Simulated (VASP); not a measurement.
A run of VASP 6.6.1 is set up as follows.

INCAR

```
ALGO = Fast
EDIFF = 1E-6
ENCUT = 520
GGA = PE
ISIF = 2
ISMEAR = 0
LASPH = True
LCHARG = True
LELF = True
LREAL = False
LVHAR = True
LWAVE = False
NBANDS = 30
NELM = 80
PREC = Accurate
SIGMA = 0.1
```

Contents of KPOINTS:

```
k-points
0
Gamma
  9 9 13
```

Contents of POSCAR:

```
Au
1.0
    5.5726950358      0.0010319514     -0.1411499699
   -2.7854538218      4.8266114443      0.1411499699
   -1.4578362785      0.8416821678      2.6463267463
Au
4
Direct
    0.0000000000      0.5000000000      0.0000000000
    0.5000000000      0.5000000000      0.0000000000
    0.0000000000      0.0000000000      0.0000000000
    0.5000000000      0.0000000000      0.0000000000
```

Potentials or basis: VASP PAW PBE potentials, release 64 (Au).

Run with:

```console
$ cat potpaw_PBE.64/Au/POTCAR > POTCAR
$ mpirun -np 1 vasp_std > vasp.out
```

(1) Predict the pressure.

(2) Estimate the band gap on the k mesh.

## Answers

(1) 7.3 GPa.

(2) zero (bands 22 and 23 overlap by 4.37 eV).

Caveat: the cell stands under pressure; spin-orbit coupling is left out, which moves the levels of the heavy elements.
